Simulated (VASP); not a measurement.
# C (R-3m) in VASP: further runs

C is run at these levels: LDA; tasks: single point.

Program: VASP 6.6.1. These are calculated values, not measurements. Logs are shortened: lines on timing, memory, paths and dates and some standing lists are left out, and cuts for length are marked.

## Step 1: The cell of the first run

It takes space group R-3m (No. 166, trigonal). Conventional cell: a = 2.395 Å, b = 2.395 Å, c = 9.539 Å, α = 90.00°, β = 90.00°, γ = 120.00°. C (site symmetry 3m) has 3 C at 1.38 Å within 1.8 Å.

## Step 2: Single point, LDA (strain -0.025 along x and y, -0.050 along z)

The input, INCAR:

```
SYSTEM = C
PREC = Accurate ; ENCUT = 520
EDIFF = 1E-6 ; ISMEAR = 0
SIGMA = 0.05 ; LREAL = .FALSE.
LASPH = .TRUE. ; NELM = 80
ALGO = Normal ; ISIF = 2
LWAVE = .FALSE. ; LCHARG = .FALSE.
GGA = CA ; NBANDS = 11
```

The input, KPOINTS:

```
Automatic mesh
0
G
  12 12 12
  0 0 0
```

The input, POSCAR:

```
C
1.0
    1.1973256878      0.6912763082      3.1796602974
   -1.1973256878      0.6912763082      3.1796602974
    0.0000000000     -1.3825526163      3.1796602974
C
2
Direct
    0.1640000000      0.1640000000      0.1640000000
    0.8360000000      0.8360000000      0.8360000000
```

Potentials or basis: VASP PAW LDA potentials, release 64 (C).

Started as:

```
$ cat potpaw_LDA.64/C/POTCAR > POTCAR
$ mpirun -np 1 vasp_std > vasp.out
```

OUTCAR:

```text
SYSTEM = C
   PREC = Accurate
   ENCUT = 520
   EDIFF = 1E-6
   ISMEAR = 0
   LREAL = .FALSE.
   LASPH = .TRUE.
   NELM = 80
   ISIF = 2
   GGA = CA

 ion  position               nearest neighbor table
   1  0.164  0.164  0.164-   2 1.38   2 1.38   2 1.38
   2  0.836  0.836  0.836-   1 1.38   1 1.38   1 1.38

  LATTYP: Found a trigonal (rhomboedric) cell.
 ALAT       =     3.4672310774
 COS(alpha) =     0.7614996490

  Lattice vectors:

 A1 = (   1.1973256878,   0.6912763082,   3.1796602974)
 A2 = (  -1.1973256878,   0.6912763082,   3.1796602974)
 A3 = (   0.0000000000,  -1.3825526163,   3.1796602974)

Analysis of symmetry for initial positions (statically):
=====================================================================
 Subroutine PRICEL returns:
 Original cell was already a primitive cell.

 Routine SETGRP: Setting up the symmetry group for a
 trigonal (rhombohedral) supercell.

 Subroutine GETGRP returns: Found 12 space group operations
 (whereof 12 operations were pure point group operations)
 out of a pool of 12 trial point group operations.

The static configuration has the point symmetry D_3d.

Analysis of symmetry for dynamics (positions and initial velocities):
=====================================================================
 Subroutine PRICEL returns:
 Original cell was already a primitive cell.

 Routine SETGRP: Setting up the symmetry group for a
 trigonal (rhombohedral) supercell.

 Subroutine GETGRP returns: Found 12 space group operations
 (whereof 12 operations were pure point group operations)
 out of a pool of 12 trial point group operations.

The dynamic configuration has the point symmetry D_3d.

 Subroutine INISYM returns: Found 12 space group operations
 (whereof 12 operations are pure point group operations),
 and found     1 'primitive' translations

----------------------------------------------------------------------------------------

                                     Primitive cell

  volume of cell :      15.7905

  direct lattice vectors                    reciprocal lattice vectors
     1.197325688  0.691276308  3.179660297     0.417597321  0.241099926  0.104833002
    -1.197325688  0.691276308  3.179660297    -0.417597321  0.241099926  0.104833002
     0.000000000 -1.382552616  3.179660297     0.000000000 -0.482199852  0.104833002

  length of vectors
     3.467231077  3.467231077  3.467231077     0.493463935  0.493463935  0.493463935

  position of ions in fractional coordinates (direct lattice)
     0.164000000  0.164000000  0.164000000
     0.836000000  0.836000000  0.836000000

  ion indices of the primitive-cell ions
   primitive index   ion index
                 1           1
                 2           2

----------------------------------------------------------------------------------------

 KPOINTS: Automatic mesh

Automatic generation of k-mesh.
 Grid dimensions read from file:
 generate k-points for:   12   12   12

 Generating k-lattice:

  Cartesian coordinates                     Fractional coordinates (reciprocal lattice)
     0.034799777  0.020091660  0.008736083     0.083333333 -0.000000000 -0.000000000
    -0.034799777  0.020091660  0.008736083    -0.000000000  0.083333333 -0.000000000
     0.000000000 -0.040183321  0.008736083     0.000000000  0.000000000  0.083333333

  Length of vectors
     0.041121995  0.041121995  0.041121995

  Shift w.r.t. Gamma in fractional coordinates (k-lattice)
     0.000000000  0.000000000  0.000000000

 Subroutine IBZKPT returns following result:
 ===========================================

 Found    189 irreducible k-points:

 Following reciprocal coordinates:
            Coordinates               Weight
  0.000000  0.000000  0.000000      1.000000
  0.083333 -0.000000  0.000000      6.000000
  0.166667 -0.000000  0.000000      6.000000
  0.250000  0.000000  0.000000      6.000000
  0.333333 -0.000000  0.000000      6.000000
  0.416667  0.000000  0.000000      6.000000
[... 16 lines left out ...]
  0.500000  0.166667 -0.000000     12.000000
 -0.416667  0.166667 -0.000000     12.000000
 [... further k-points ...]
   k-points           NKPTS =    189   k-points in BZ     NKDIM =    189   number of bands    NBANDS=     11
   number of dos      NEDOS =    301   number of ions     NIONS =      2
   total plane-waves  NPLWV =  21952
   dimension x,y,z NGX =    28 NGY =   28 NGZ =   28
   dimension x,y,z NGXF=    56 NGYF=   56 NGZF=   56
   ions per type =               2
   NGX,Y,Z   is equivalent  to a cutoff of  13.43, 13.43, 13.43 a.u.
   NGXF,Y,Z  is equivalent  to a cutoff of  26.85, 26.85, 26.85 a.u.
 SYSTEM =  C
   PREC   = accura    normal or accurate (medium, high low for compatibility)
   ISTART =      0    job   : 0-new  1-cont  2-samecut
   ICHARG =      2    charge: 1-file 2-atom 10-const
   ISPIN  =      1    spin polarized calculation?
   LNONCOLLINEAR =      F non collinear calculations
   LSORBIT =      F    spin-orbit coupling
   LASPH  =      T    aspherical Exc in radial PAW
   ENCUT  =  520.0 eV  38.22 Ry    6.18 a.u.   6.45  6.45  6.45*2*pi/ulx,y,z
   NELM   =     80;   NELMIN=  2; NELMDL= -5     # of ELM steps
   EDIFF  = 0.1E-05   stopping-criterion for ELM
   LREAL  =      F    real-space projection
   EDIFFG = 0.1E-04   stopping-criterion for IOM
   NSW    =      0    number of steps for IOM
   IBRION =     -1    ionic relax: 0-MD 1-quasi-New 2-CG
   NFREE  =      0    steps in history (QN), initial steepest desc. (CG)
   ISIF   =      2    stress and relaxation
   ISYM   =      2    0-nonsym 1-usesym 2-fastsym
   POTIM  = 0.5000    time-step for ionic-motion
   TEBEG  =    0.0;   TEEND  =   0.0 temperature during run
   PSTRESS=    0.0 pullay stress
   NELECT =       8.0000    total number of electrons
   NUPDOWN=      -1.0000    fix difference up-down
   EMIN   =  10.00;   EMAX   =-10.00  energy-range for DOS
   EFERMI =   0.00;   METHOD = LEGACY
   ISMEAR =     0;   SIGMA  =   0.05  broadening in eV -4-tet -1-fermi 0-gaus
   EFERMI_NEDOS =   21; number of points for ismear=-14 and -15
   IALGO  =     38    algorithm
   IMIX   =      4    mixing-type and parameters
     AMIX     =   0.40;   BMIX     =  1.00
     AMIX_MAG =   1.60;   BMIX_MAG =  1.00
  volume/ion in A,a.u.               =       7.90        53.28
  Fermi-wavevector in a.u.,A,eV,Ry     =   1.305087  2.466257 23.174156  1.703252
  Thomas-Fermi vector in A             =   2.435980
   LORBIT       =      0    0 simple, 1 ext, 2 COOP (PROOUT), +10 PAW based schemes
   GGA     = CA    functional components
   LHFCALC =     F    Hartree Fock is set to
   AEXX    =    0.0000 exact exchange contribution
   IVDW    =     0    specifies the selected vdW correction
   LEPSILON=     F    determine dielectric tensor
   LRPA    =     F    only Hartree local field effects (RPA)
 non-spin polarized calculation
 Gauss-broadening in eV      SIGMA  =   0.05
  energy-cutoff  :      520.00
  volume of cell :       15.79
 maximum number of plane-waves:       444
 NGX is ok and might be reduce to    28
   NGX = 13   NGY = 13   NGZ = 13

 number of electron       8.0000000 magnetization

 Free energy of the ion-electron system (eV)
  ---------------------------------------------------
  ext. energy  EPLUGINS =         0.00000000
  ---------------------------------------------------
  free energy    TOTEN  =       -20.13178973 eV

  energy without entropy =      -20.13178973  energy(sigma->0) =      -20.13178973

 E-fermi :   5.2969     XC(G=0): -11.2882

 val. band max:        5.0969153230   @ k =  -0.3333   0.3333   0.0000
 cond. band min:       6.0836333308   @ k =  -0.3333   0.3333   0.0000
 fundamental gap:      0.9867180078
 Fermi energy:         5.2968824622

 k-point     1 :       0.0000    0.0000    0.0000
  band No.  band energies     occupation
      1     -14.5905      2.00000
      2      -1.2092      2.00000
      3       2.6978      2.00000
      4       2.6978      2.00000
      5       9.5903      0.00000
      6      14.5318      0.00000
      7      14.5318      0.00000
      8      17.9414      0.00000
      9      20.6422      0.00000
     10      29.2405      0.00000
     11      33.1487      0.00000

 k-point     2 :       0.0833   -0.0000    0.0000
  band No.  band energies     occupation
      1     -14.4134      2.00000
      2      -1.0347      2.00000
      3       2.0397      2.00000
      4       2.3306      2.00000
      5       9.8365      0.00000
      6      14.6379      0.00000
      7      15.2805      0.00000
      8      17.3100      0.00000
      9      20.8773      0.00000
     10      29.8026      0.00000
     11      31.1797      0.00000

 k-point     3 :       0.1667   -0.0000    0.0000
  band No.  band energies     occupation
      1     -13.8842      2.00000
      2      -0.5193      2.00000
      3       0.3706      2.00000
      4       1.4752      2.00000
      5      10.5627      0.00000
      6      14.7095      0.00000
      7      15.7048      0.00000
      8      17.2587      0.00000
      9      21.5774      0.00000
     10      28.2194      0.00000
     11      30.2653      0.00000

 k-point     4 :       0.2500    0.0000    0.0000
  band No.  band energies     occupation
      1     -13.0100      2.00000
      2      -1.8222      2.00000
      3       0.3589      2.00000
      4       0.5306      2.00000
      5      11.5786      0.00000
      6      13.5870      0.00000
      7      14.7466      0.00000
      8      19.9838      0.00000
      9      22.3276      0.00000
     10      26.1534      0.00000
     11      28.5133      0.00000
[... 239 lines left out ...]
 k-point    22 :       0.4167    0.1667    0.0000
  band No.  band energies     occupation
      1     -11.2280      2.00000
      2      -3.9557      2.00000
      3      -2.0264      2.00000
      4       1.5542      2.00000
      5      10.3170      0.00000
      6      15.1723      0.00000
      7      17.0565      0.00000
      8      19.5046      0.00000
      9      21.1489      0.00000
     10      25.7827      0.00000
     11      29.4304      0.00000

 k-point    23 :       0.5000    0.1667   -0.0000
  band No.  band energies     occupation
      1      -9.7345      2.00000
      2      -6.0287      2.00000
      3      -2.5993      2.00000
      4       2.9465      2.00000
      5       8.4896      0.00000
      6      16.5011      0.00000
      7      17.1472      0.00000
      8      19.3343      0.00000
      9      21.1588      0.00000
     10      25.6255      0.00000
     11      30.5074      0.00000

 k-point    24 :      -0.4167    0.1667   -0.0000
  band No.  band energies     occupation
      1      -8.3278      2.00000
      2      -7.6537      2.00000
      3      -2.7895      2.00000
      4       4.1363      2.00000
      5       7.2150      0.00000
      6      16.8298      0.00000
      7      17.2769      0.00000
      8      18.1198      0.00000
      9      21.8749      0.00000
     10      26.4710      0.00000
     11      29.9903      0.00000

 [... further k-points ...]
[... 5 lines left out ...]
  --------------------------------------------------------------------------------------
  -------------------------------------------------------------------------------------
  Total        3.1750164      3.1750164      0.0760753      0.0000000      0.0000000      0.0000000
  in kB      322.1518386    322.1518387      7.7189524      0.0000000      0.0000000      0.0000000
  external PRESSURE =     217.3408766 kB  Pullay stress =       0.0000000 kB

 VOLUME and BASIS-vectors are now :
 -----------------------------------------------------------------------------
  energy-cutoff  :      520.00
  volume of cell :       15.79
      direct lattice vectors                 reciprocal lattice vectors
     1.197325688  0.691276308  3.179660297     0.417597321  0.241099926  0.104833002
    -1.197325688  0.691276308  3.179660297    -0.417597321  0.241099926  0.104833002
     0.000000000 -1.382552616  3.179660297     0.000000000 -0.482199852  0.104833002

 POSITION                                       TOTAL-FORCE (eV/Angst)
 -----------------------------------------------------------------------------------
      0.00000      0.00000      1.56439         0.000000      0.000000      0.807509
      0.00000      0.00000      7.97459         0.000000     -0.000000     -0.807509
 -----------------------------------------------------------------------------------
    total drift:                                0.000000     -0.000000      0.000000

  FREE ENERGIE OF THE ION-ELECTRON SYSTEM (eV)
  ---------------------------------------------------
  free  energy   TOTEN  =       -20.1317897296 eV

  energy  without entropy=      -20.1317897296  energy(sigma->0) =      -20.13178973
```

Wall time 20 s (1 thread of Intel Xeon 6975P-C (Granite Rapids), shared host); peak memory 0.14 GiB.

What came out:

| Property | Result |
| --- | --- |
| Free energy | -20.1318 eV |
| Pressure | 21.7 GPa |
| Largest force | 0.808 eV/Å |
| Band gap on the k mesh | 0.99 eV, direct |

Forces on the atoms (eV/Å):
```
C    0.000  0.000  0.808
C    0.000  0.000 -0.808
```

Stress tensor (GPa, compression positive):
```
32.22  0.00  0.00
 0.00 32.22  0.00
 0.00  0.00  0.77
```

Caveat: the cell differs from its parent crystal (strain -0.025 along x and y, -0.050 along z).

## Step 3: Single point, LDA (strain -0.050 along x and y, +0.025 along z)

The input, INCAR:

```
  ALGO = Normal
  EDIFF = 1E-6
  ENCUT = 520
  ISIF = 2
  ISMEAR = 0
  LASPH = T
  LCHARG = F
  LREAL = F
  LWAVE = F
  NBANDS = 11
  NELM = 60
  PREC = Accurate
  SIGMA = 0.05
```

The input, KPOINTS:

```
k-points
0
Gamma
  12 12 12
```

The input, POSCAR:

```
C
1.0
    1.1666250292      0.6735512746      3.4306861104
   -1.1666250292      0.6735512746      3.4306861104
    0.0000000000     -1.3471025493      3.4306861104
C
2
Direct
    0.1640000000      0.1640000000      0.1640000000
    0.8360000000      0.8360000000      0.8360000000
```

Potentials or basis: VASP PAW LDA potentials, release 64 (C).

Started as:

```
$ cat potpaw_LDA.64/C/POTCAR > POTCAR
$ mpirun -np 1 vasp_std > vasp.out
```

It took 19 s on 1 thread of Intel Xeon 6975P-C (Granite Rapids), shared host; peak memory 0.14 GiB.

Results (log left out):

* Free energy: -19.8525 eV
* Pressure: 48.3 GPa
* Largest force: 0.860 eV/Å
* Band gap on the k mesh: 0.63 eV, direct

Forces on the atoms (eV/Å):
```
C    0.000  0.000  0.860
C    0.000  0.000 -0.860
```

Stress tensor (GPa, compression positive):
```
73.42  0.00  0.00
 0.00 73.42  0.00
 0.00  0.00 -1.99
```

Levels at points of the mesh, in eV from the valence-band top:
```csv
k point,band 1,band 2,band 3,band 4,band 5,band 6,band 7,band 8
"(0.00, 0.00, 0.00)",-20.42,-7.57,-2.55,-2.55,3.28,9.78,9.78,13.74
"(0.50, 0.00, 0.00)",-14.26,-13.94,-6.47,-2.02,2.19,9.70,12.31,12.57
"(0.50, 0.50, 0.00)",-14.18,-13.87,-6.50,-2.71,1.69,9.35,13.32,15.20
"(0.50, 0.50, 0.50)",-20.17,-9.30,-2.56,-2.56,9.30,9.75,9.75,13.49
```

Caveat: the cell differs from its parent crystal (strain -0.050 along x and y, +0.025 along z). A k mesh can miss the band edges.
